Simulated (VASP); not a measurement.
Crystal: EuO.

```
Eu O
1.0
     0.00000    2.57195    2.57195
     2.57195    0.00000    2.57195
     2.57195    2.57195    0.00000
Eu O
1 1
Direct
  0.00000 0.00000 0.00000
  0.50000 0.50000 0.50000
```

Base run:

| Property | Result |
| --- | --- |
| Program | VASP 6.6.1 |
| Functional | PBEsol |
| Potentials or basis | VASP PAW PBE potentials, release 64 (Eu, O) |
| Cutoff | 600 eV |
| k mesh | 7 × 7 × 7 |
| Occupations | methfessel-paxton, width 0.05 eV |
| Spin | collinear spin, ferromagnetic start |
| Starting moments | [7.0, 0.0] μB |
| Hubbard terms | Eu f U = 4.0 eV |

Its results: band gap on the k mesh zero (filled and empty bands overlap); pressure -5.5 GPa; net moment 7.00 μB per cell; site moments Eu +6.70; O -0.10 μB.

Question: The run is repeated on the same cell with these changes: hubbard terms from Eu f U = 4.0 eV to Eu f U = 2.0 eV. What comes out?

Answer: Band gap on the k mesh zero (filled and empty bands overlap); pressure -7.4 GPa; net moment 7.00 μB per cell; site moments Eu +6.65; O -0.11 μB.

Caveats: the PAW data sets were made with another functional, which shifts forces and pressure a little; spin-orbit coupling is left out, which moves the levels of the heavy elements; a cell with one magnetic atom can't hold antiferromagnetic order, which such compounds often take.
